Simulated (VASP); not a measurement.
A run of VASP 6.6.1 is set up as follows.

INCAR

```
SYSTEM = FePt
PREC     = Accurate       ! precision mode
ENCUT    = 520            ! plane-wave cutoff, eV
EDIFF    = 1E-7           ! SCF threshold, eV
ISMEAR   = 0              ! smearing method
SIGMA    = 0.020999999999999998 ! smearing width, eV
LREAL    = .FALSE.        ! projectors in reciprocal space
LASPH    = .TRUE.         ! aspherical terms in the spheres
NELM     = 150            ! most SCF steps
ALGO     = Normal         ! electronic algorithm
ISIF     = 2              ! what is computed and relaxed
LWAVE    = .FALSE.        ! write WAVECAR
LCHARG   = .TRUE.         ! write CHGCAR
ISPIN    = 2              ! spin polarisation
MAGMOM   = 0 3            ! initial moments
LORBIT   = 11             ! projections on sites
LMAXMIX  = 4              ! l up to which the mixer works
GGA      = PE             ! functional
LELF     = .TRUE.         ! ELF
LVHAR    = .TRUE.       
NBANDS   = 20             ! bands
```

File KPOINTS:

```
Automatic mesh
0
G
  10 10 7
  0 0 0
```

The input POSCAR:

```
FePt
1.0
    2.7235000000      0.0000000000      0.0000000000
    0.0000000000      2.7235000000      0.0000000000
    0.0000000000      0.0000000000      3.7200000000
Pt Fe
1 1
Direct
    0.5000000000      0.5000000000      0.5000000000
    0.0000000000      0.0000000000      0.0000000000
```

Potentials or basis: VASP PAW PBE potentials, release 64 (Pt, Fe).

Launch:

```console
$ cat potpaw_PBE.64/Pt/POTCAR potpaw_PBE.64/Fe/POTCAR > POTCAR
$ mpirun -np 1 vasp_std > vasp.out
```

**Question.** What does it give for the pressure?

**Answer.** 2.8 GPa.

**Question.** Estimate the site moments.

**Answer.** Pt +0.33; Fe +2.91 μB.

**Question.** What does it give for the net moment?

**Answer.** 3.26 μB per cell.

Stress tensor (GPa, compression positive):
```
2.66 0.00 0.00
0.00 2.66 0.00
0.00 0.00 3.21
```
